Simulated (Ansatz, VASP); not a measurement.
## One calculation of Ca, two programs

```
Ca
1.0
    -2.11430    2.11430    2.11430
     2.11430   -2.11430    2.11430
     2.11430    2.11430   -2.11430
Ca
1
Cartesian
  0.0000 0.0000 0.0000
```

Alike in both runs: task single point; functional LDA; k mesh 12 × 12 × 12; occupations fermi-dirac, width 0.1 eV; no spin polarisation.

```csv
,VASP,Ansatz
version,VASP 6.6.1,Ansatz 0.2.0
potentials or method,"VASP PAW LDA potentials, release 64 (Ca_sv), cutoff 520 eV","plane waves (420 eV) with PAW, scalar-relativistic"
valence electrons in the cell,10,10
```

|  | VASP | Ansatz | Ansatz less VASP |
| --- | --- | --- | --- |
| pressure (GPa) | 0.0 | 0.0 | -0.01 |

Ansatz warns that its potentials were made for another functional, while VASP's fit it. LDA's correlation is that of Perdew and Zunger in VASP and of Perdew and Wang (1992) in Ansatz.
